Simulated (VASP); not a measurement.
# PbS (Fm-3m) in VASP: a series of runs, part 2 of 2

VASP 6.6.1. The steps go on from the part before.

## 4. Single point, PBE+D3(BJ) (strain +0.025 along x and y, +0.025 along z)

INCAR

```
SYSTEM = PbS
ALGO = Normal
EDIFF = 1E-6
ENCUT = 520
GGA = PE
ISIF = 2
ISMEAR = 0
IVDW = 12
LASPH = .TRUE.
LCHARG = .TRUE.
LELF = .TRUE.
LREAL = .FALSE.
LVHAR = .TRUE.
LWAVE = .FALSE.
NBANDS = 17
NELM = 60
PREC = Accurate
SIGMA = 0.03
```

KPOINTS

```
k-points
0
G
  10 10 10
  0 0 0
```

POSCAR

```
PbS
1.0
    0.0000000000      3.0391250000      3.0391250000
    3.0391250000      0.0000000000      3.0391250000
    3.0391250000      3.0391250000      0.0000000000
Pb S
1 1
Direct
    0.0000000000      0.0000000000      0.0000000000
    0.5000000000      0.5000000000      0.5000000000
```

Potentials or basis: VASP PAW PBE potentials, release 64 (Pb_d, S).

On the command line:

```sh
cat potpaw_PBE.64/Pb_d/POTCAR potpaw_PBE.64/S/POTCAR > POTCAR
mpirun -np 1 vasp_std > vasp.out
```

OUTCAR:

```text
SYSTEM = PbS
   EDIFF = 1E-6
   ENCUT = 520
   GGA = PE
   ISIF = 2
   ISMEAR = 0
   IVDW = 12
   LASPH = .TRUE.
   LREAL = .FALSE.
   NELM = 60
   PREC = Accurate
 IVDW          = 12

 ion  position               nearest neighbor table
   1  0.000  0.000  0.000-   2 3.04   2 3.04   2 3.04   2 3.04   2 3.04   2 3.04
   2  0.500  0.500  0.500-   1 3.04   1 3.04   1 3.04   1 3.04   1 3.04   1 3.04

  LATTYP: Found a face centered cubic cell.
 ALAT       =     6.0782500000

  Lattice vectors:

 A1 = (   0.0000000000,   3.0391250000,   3.0391250000)
 A2 = (   3.0391250000,   0.0000000000,   3.0391250000)
 A3 = (   3.0391250000,   3.0391250000,   0.0000000000)

Analysis of symmetry for initial positions (statically):
=====================================================================
 Subroutine PRICEL returns:
 Original cell was already a primitive cell.

 Routine SETGRP: Setting up the symmetry group for a
 face centered cubic supercell.

 Subroutine GETGRP returns: Found 48 space group operations
 (whereof 48 operations were pure point group operations)
 out of a pool of 48 trial point group operations.

The static configuration has the point symmetry O_h .

Analysis of symmetry for dynamics (positions and initial velocities):
[... 161 lines left out ...]
 val. band max:        4.8267926485   @ k =   0.5000   0.0000   0.0000
 cond. band min:       5.4316890216   @ k =   0.5000   0.0000   0.0000
 fundamental gap:      0.6048963731
 Fermi energy:         4.9906304487

 k-point     1 :       0.0000    0.0000    0.0000
  band No.  band energies     occupation
      1     -11.8314      2.00000
      2     -11.8314      2.00000
      3     -11.8314      2.00000
      4     -11.8134      2.00000
      5     -11.8134      2.00000
      6      -8.0722      2.00000
[... 457 lines left out ...]
      4     -11.7972      2.00000
      5     -11.7924      2.00000
      6      -7.0153      2.00000
[... 9 lines left out ...]
     16      15.7018      0.00000
     17      16.4584      0.00000

 [... further k-points ...]

------------------------ aborting loop because EDIFF is reached ----------------------------------------

 Edisp (eV)   -0.64545

 E8    (eV) :    -0.2913

  FORCE on cell =-STRESS in cart. coord.  units (eV):
  Direction    XX          YY          ZZ          XY          YZ          ZX
  --------------------------------------------------------------------------------------
  -------------------------------------------------------------------------------------
  Total      -1.21858    -1.21858    -1.21858    -0.00000     0.00000    -0.00000
  in kB     -34.77677   -34.77677   -34.77677    -0.00000     0.00000    -0.00000
  external pressure =      -34.78 kB  Pullay stress =        0.00 kB

 VOLUME and BASIS-vectors are now :
 -----------------------------------------------------------------------------
  energy-cutoff  :      520.00
  volume of cell :       56.14
      direct lattice vectors                 reciprocal lattice vectors
     0.000000000  3.039125000  3.039125000    -0.164521038  0.164521038  0.164521038
     3.039125000  0.000000000  3.039125000     0.164521038 -0.164521038  0.164521038
     3.039125000  3.039125000  0.000000000     0.164521038  0.164521038 -0.164521038

 POSITION                                       TOTAL-FORCE (eV/Angst)
 -----------------------------------------------------------------------------------
      0.00000      0.00000      0.00000         0.000000     -0.000000      0.000000
      3.03912      3.03912      3.03912         0.000000      0.000000     -0.000000
 -----------------------------------------------------------------------------------
    total drift:                                0.000000     -0.000000     -0.000000

  FREE ENERGIE OF THE ION-ELECTRON SYSTEM (eV)
  ---------------------------------------------------
  free  energy   TOTEN  =        -9.4046356018 eV

  energy  without entropy=       -9.4046356018  energy(sigma->0) =       -9.40463560
```

OSZICAR:

```text
N       E                     dE             d eps       ncg     rms          rms(c)
DAV:   1     0.161921956115E+03    0.16192E+03   -0.96169E+03  1598   0.121E+03
DAV:   2     0.382146411201E+01   -0.15810E+03   -0.15182E+03  1740   0.313E+02
DAV:   3    -0.897019899847E+01   -0.12792E+02   -0.12710E+02  2063   0.938E+01
DAV:   4    -0.929886151520E+01   -0.32866E+00   -0.32832E+00  2056   0.164E+01
DAV:   5    -0.931172972675E+01   -0.12868E-01   -0.12867E-01  2379   0.320E+00    0.417E+00
DAV:   6    -0.875301376791E+01    0.55872E+00   -0.16669E+00  2433   0.808E+00    0.290E+00
DAV:   7    -0.875572570118E+01   -0.27119E-02   -0.14947E-01  1865   0.187E+00    0.177E+00
DAV:   8    -0.875979415408E+01   -0.40685E-02   -0.20075E-02  1877   0.144E+00    0.433E-01
DAV:   9    -0.875890681550E+01    0.88734E-03   -0.44961E-03  2471   0.534E-01    0.113E-01
DAV:  10    -0.875918705897E+01   -0.28024E-03   -0.46735E-04  1834   0.122E-01    0.952E-02
DAV:  11    -0.875918585142E+01    0.12075E-05   -0.63014E-05  2244   0.867E-02    0.134E-02
DAV:  12    -0.875918712889E+01   -0.12775E-05   -0.41691E-06  1934   0.195E-02    0.423E-03
DAV:  13    -0.875918710773E+01    0.21159E-07   -0.16497E-07  1510   0.484E-03
   1 F= -.94046356E+01 E0= -.94046356E+01  d E =-.754426E-17
```

stdout:

```text
POSCAR found type information on POSCAR PbS
 POSCAR found :  2 types and       2 ions
 scaLAPACK will be used
 LDA part: xc-table for (Slater+PW92), standard interpolation
 POSCAR, INCAR and KPOINTS ok, starting setup
 FFT: planning ... GRIDC
 FFT: planning ... GRID_SOFT
 FFT: planning ... GRID
 WAVECAR not read
 entering main loop
```

Wall time 56 s (1 thread of Intel Xeon 8259CL, shared host); peak memory 0.21 GiB.

What came out:

```
Free energy                : -9.4046 eV
Pressure                   : -3.5 GPa
Band gap on the k mesh     : 0.60 eV
Dispersion energy per atom : -0.323 eV
```

Levels at points of the mesh, in eV from the valence-band top:
```tsv
k point	band 8	band 9	band 10	band 11	band 12	band 13
(0.00, 0.00, 0.00)	-1.75	-1.75	-1.75	5.06	5.06	5.06
(0.50, 0.00, 0.00)	-1.42	-1.42	0.00	0.60	2.17	2.17
(0.50, 0.50, 0.00)	-4.52	-2.91	-2.91	4.24	5.39	5.47
```

Caveat: the cell differs from its parent crystal (strain +0.025 along x and y, +0.025 along z); the cell stands under tension; spin-orbit coupling is left out, which moves the levels of the heavy elements.

## 5. Single point, PBE+D3(BJ) (strain +0.050 along x and y, +0.050 along z)

INCAR, as its differences from that of step 4:

```diff
@@ -9,6 +9,4 @@
 LASPH = .TRUE.
-LCHARG = .TRUE.
-LELF = .TRUE.
+LCHARG = .FALSE.
 LREAL = .FALSE.
-LVHAR = .TRUE.
 LWAVE = .FALSE.
```

KPOINTS is that of step 4.

POSCAR

```
PbS
1.0
    0.0000000000      3.1132500000      3.1132500000
    3.1132500000      0.0000000000      3.1132500000
    3.1132500000      3.1132500000      0.0000000000
Pb S
1 1
Direct
    0.0000000000      0.0000000000      0.0000000000
    0.5000000000      0.5000000000      0.5000000000
```

On the command line:

```sh
cat potpaw_PBE.64/Pb_d/POTCAR potpaw_PBE.64/S/POTCAR > POTCAR
mpirun -np 1 vasp_std > vasp.out
```

Wall time 93 s (1 thread of Intel Xeon 8259CL, shared host); peak memory 0.23 GiB.

It converged, with:

- Free energy: -9.3159 eV
- Pressure: -4.3 GPa
- Band gap on the k mesh: 0.79 eV
- Dispersion energy per atom: -0.320 eV

Levels at points of the mesh, in eV from the valence-band top:
```csv
k point,band 7,band 8,band 9,band 10,band 11,band 12,band 13,band 14
"(0.00, 0.00, 0.00)",-6.18,-1.40,-1.40,-1.40,4.88,4.88,4.88,7.16
"(0.50, 0.00, 0.00)",-8.02,-1.10,-1.10,0.00,0.79,2.31,2.31,8.57
"(0.50, 0.50, 0.00)",-6.94,-3.93,-2.46,-2.46,4.55,5.19,5.24,5.24
```

Caveat: the cell differs from its parent crystal (strain +0.050 along x and y, +0.050 along z); the cell stands under tension; spin-orbit coupling is left out, which moves the levels of the heavy elements. A k mesh can miss the band edges.

## 6. The runs side by side

```tsv
cell	gap on the mesh (eV)	pressure (GPa)
a = 3.983 Å, angles 60.0°, 2 atoms	0.35	12.3
a = 4.088 Å, angles 60.0°, 2 atoms	0.05	5.2
a = 4.298 Å, angles 60.0°, 2 atoms	0.60	-3.5
a = 4.403 Å, angles 60.0°, 2 atoms	0.79	-4.3
```

Alike in all rows: task single point; level PBE+D3(BJ); potentials or basis VASP PAW PBE potentials, release 64 (Pb_d, S); no spin polarisation; k mesh 10 × 10 × 10; cutoff (eV) 520; smearing gaussian 0.03 eV.

Caveats: spin-orbit coupling is left out, which moves the levels of the heavy elements; the cell stands under pressure (at least some runs); the cell stands under tension (at least some runs).

Absolute energies hang on the potentials; compare differences alone.
